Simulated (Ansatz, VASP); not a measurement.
Two plane-wave programs on Ta4TeI

```
Ta Te I
1.0
     0.00000    4.03720    4.03720
     4.03720    0.00000    4.03720
     4.03720    4.03720    0.00000
Ta Te I
4 1 1
Direct
  0.87381 0.37540 0.37540
  0.37540 0.37540 0.37540
  0.37540 0.87381 0.37540
  0.37540 0.37540 0.87381
  0.00000 0.00000 0.00000
  0.75000 0.75000 0.75000
```

Change from the starting cell: species swapped into the CeSmFe4 type (F-43m, No. 216).

Alike in both runs: task relaxation of cell and atoms; functional PBE; k mesh 8 × 8 × 8; occupations gaussian, width 0.1 eV; no spin polarisation.

|  | VASP | Ansatz |
| --- | --- | --- |
| version | VASP 6.6.1 | Ansatz 0.2.0 |
| potentials or method | VASP PAW PBE potentials, release 64 (Ta_pv, Te, I), cutoff 600 eV | scalar-relativistic, plane waves, PAW |
| valence electrons in the cell | 57 | 85 |

```csv
,VASP,Ansatz,Ansatz less VASP
"gap on the k mesh at the Fermi level, each at its own relaxed structure (eV)",none,none,-
relaxed volume (Å³/atom),21.55,21.54,-0.003
relaxed cell length with the largest relative difference (Å),5.676,5.675,-0.0003
```

A gap of «none» marks a metal or a gap that the smearing closes. VASP's potentials hold 57 valence electrons a cell and Ansatz's 85, so a difference there can come from the potentials and not from the codes.

Neither program's run includes spin-orbit coupling.
